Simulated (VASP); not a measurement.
Here is a VASP 6.6.1 calculation.

Contents of INCAR:

```
PREC     = Accurate       # precision mode
ENCUT    = 520            # plane-wave cutoff, eV
EDIFF    = 1E-7           # SCF threshold, eV
ISMEAR   = -1             # smearing method
SIGMA    = 0.131          # smearing width, eV
LREAL    = F              # projectors in reciprocal space
LASPH    = T              # aspherical terms in the spheres
NELM     = 80             # most SCF steps
ALGO     = Normal         # electronic algorithm
ISIF     = 2              # what is computed and relaxed
LWAVE    = F              # write WAVECAR
LCHARG   = F              # write CHGCAR
GGA      = PE             # functional
NBANDS   = 45             # bands
ISYM     = 0
```

File KPOINTS:

```
Automatic mesh
0
Gamma
  1 1 1
```

The input POSCAR:

```
Si3N4
1.0
    5.3378070000     -0.0461070000     -0.0620370000
   -0.0461070000      5.3190510000      0.1015160000
   -0.0620370000      0.1015160000      5.4132090000
Si N
6 8
Direct
    0.7724652372      0.7884389204      0.7144413342
    0.1596944204      0.2375737290      0.2453726483
    0.6425256689      0.4185756554      0.4980857452
    0.2597269487      0.7183580350      0.4433804138
    0.6518587514      0.2421421683      1.0171471408
    0.3054132609      0.7198518035      0.9550241727
    0.1207928861      0.7762665174      0.6958233382
    0.7752991256      0.4265399411      0.7977758855
    0.2560789192      0.3229517963      0.5349792689
    0.8049353288      0.2060425658      0.2913652800
    0.3560085444      0.3834991789      1.0473895243
    0.6526137233      0.7286351779      0.4746186724
    0.5866647555      0.9348454689      0.9149752298
    0.1643394838      0.8755038836      0.1706173688
```

Potentials or basis: VASP PAW PBE potentials, release 64 (Si, N).

Command:

```console
$ cat potpaw_PBE.64/Si/POTCAR potpaw_PBE.64/N/POTCAR > POTCAR
$ mpirun -np 1 vasp_gam > vasp.out
```

(1) Predict the pressure.

(2) Predict the largest force.

(3) Estimate the band gap on the k mesh.

## Answers

(1) 3.1 GPa.

(2) 13.755 eV/Å.

(3) 2.30 eV.

Caveat: the k points lie up to 1.18 Å⁻¹ apart.
